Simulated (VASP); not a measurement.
A run of VASP 6.6.1 is set up as follows.

Contents of POSCAR:

```
NiO
1.0
    0.0000000000      2.0913095100      2.0913095100
    4.1826190200      2.0913095100      2.0913095100
    4.1826190200      4.1826190200      0.0000000000
Ni O
2 2
Direct
    0.0000000000      0.0000000000      0.0000000000
    0.0000000000      0.0000000000      0.5000000000
    0.5000000000      0.5000000000      0.0000000000
    0.5000000000      0.5000000000      0.5000000000
```

File INCAR.step1:

```
SYSTEM = NiO
PREC = Accurate
ENCUT = 520
ISMEAR = 0
SIGMA = 0.05
LREAL = .FALSE.
LASPH = .TRUE.
NELM = 150
ISPIN = 2
MAGMOM = 1.91 -1.91 -0.08 0.08
LMAXMIX = 4
LDAU = .TRUE.
LDAUTYPE = 2
LDAUL = 2 -1
LDAUU = 3 0
LDAUJ = 0 0
NBANDS = 28
GGA = PE
ALGO = Normal
EDIFF = 1E-4
LWAVE = .TRUE.
LCHARG = .FALSE.
```

INCAR.step2

```
SYSTEM = NiO
PREC = Accurate
ENCUT = 520
EDIFF = 1E-6
ISMEAR = 0
SIGMA = 0.05
LREAL = .FALSE.
LASPH = .TRUE.
NELM = 150
ALGO = Normal
ISIF = 2
LWAVE = .FALSE.
LCHARG = .TRUE.
ISPIN = 2
MAGMOM = 1.91 -1.91 -0.08 0.08
LORBIT = 11
LMAXMIX = 4
LDAU = .TRUE.
LDAUTYPE = 2
LDAUL = 2 -1
LDAUU = 3 0
LDAUJ = 0 0
LDAUPRINT = 1
METAGGA = R2SCAN
LMIXTAU = .TRUE.
LELF = .TRUE.
LVHAR = .TRUE.
NBANDS = 28
ISTART = 1
```

KPOINTS

```
Automatic mesh
0
G
  8 8 8
  0 0 0
```

Potentials or basis: VASP PAW PBE potentials, release 64 (Ni, O).

Launch:

```console
$ cat potpaw_PBE.64/Ni/POTCAR potpaw_PBE.64/O/POTCAR > POTCAR
$ cp INCAR.step1 INCAR
$ mpirun -np 1 vasp_std > vasp.out
$ cp INCAR.step2 INCAR
$ mpirun -np 1 vasp_std > vasp.out
```

(1) What does it give for the net moment?

(2) Predict the pressure.

(3) Predict the site moments.

(4) Predict the band gap on the k mesh.

Answers

(1) 0.00 μB per cell.

(2) -0.5 GPa.

(3) Ni +1.81, -1.81; O -0.07, +0.07 μB.

(4) 2.45 eV.

Caveat: the PAW data sets were made with another functional, which shifts forces and pressure a little.
